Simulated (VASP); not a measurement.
A run of VASP 6.6.1 is set up as follows.

Contents of INCAR:

```
SYSTEM = B4Ru
ALGO = Normal ; EDIFF = 1E-6
EDIFFG = -0.04 ; ENCUT = 600
GGA = PE ; IBRION = 2
ISIF = 3 ; ISMEAR = 0
LASPH = .TRUE. ; LCHARG = .FALSE.
LREAL = .FALSE. ; LWAVE = .FALSE.
NELM = 60 ; NSW = 90
PREC = Accurate ; SIGMA = 0.1
```

The input KPOINTS:

```
k-points
0
G
  4 4 4
  0 0 0
```

The input POSCAR:

```
B4Ru
1.0
    3.7941534700      0.0000000000      0.0000000000
    0.0000000000      3.7941534700      0.0000000000
    0.0000000000      0.0000000000      3.7941534700
B Ru
4 1
Direct
    0.0000000000      0.0000000000      0.0000000000
    0.5000000000      0.0000000000      0.0000000000
    0.0000000000      0.5000000000      0.0000000000
    0.0000000000      0.0000000000      0.5000000000
    0.5000000000      0.5000000000      0.5000000000
```

Potentials or basis: VASP PAW PBE potentials, release 64 (B, Ru_pv).

Run with:

```bash
$ cat potpaw_PBE.64/B/POTCAR potpaw_PBE.64/Ru_pv/POTCAR > POTCAR
$ mpirun -np 1 vasp_std > vasp.out
```

(1) Estimate the relaxed volume.

(2) Estimate the band gap on the k mesh.

(3) Predict the relaxed cell.

Answers

(1) 8.32 Å³/atom.

(2) zero (band 13 reaches 9.90 eV, above the bottom of band 14 at 9.02 eV).

(3) a = 3.465 Å, b = 3.465 Å, c = 3.465 Å, α = 90.00°, β = 90.00°, γ = 90.00°.

Caveat: the k points lie up to 0.45 Å⁻¹ apart in the final cell; the volume moved by over 15 % at a fixed basis, so the end points are rough.
